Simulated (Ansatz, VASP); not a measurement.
**Li2O: VASP beside Ansatz**

```
O Li
1.0
     0.00000    2.26156    2.26156
     2.26156    0.00000    2.26156
     2.26156    2.26156    0.00000
O Li
1 2
Direct
  0.00000 0.00000 0.00000
  0.25000 0.25000 0.25000
  0.75000 0.75000 0.75000
```

Alike in both runs: functional PBE; dispersion D3(BJ); k mesh 8 × 8 × 8; occupations gaussian, width 0.02 eV; no spin polarisation.

Ansatz relaxed the structure, and its values are those at the end. VASP's run is a single point on that final structure, the one shown.

|  | VASP | Ansatz |
| --- | --- | --- |
| version | VASP 6.6.1 | Ansatz 0.2.0 |
| potentials or method | VASP PAW PBE potentials, release 64 (O, Li_sv), cutoff 750 eV | scalar-relativistic, plane waves, PAW |
| valence electrons in the cell | 12 | 12 |

```tsv
	VASP	Ansatz	Ansatz less VASP
gap on the k mesh at the Fermi level (eV)	5.10	5.12	+0.015
least direct gap on the mesh (eV)	5.75	5.75	-0.002
pressure (GPa)	-0.2	0.0	+0.15
```
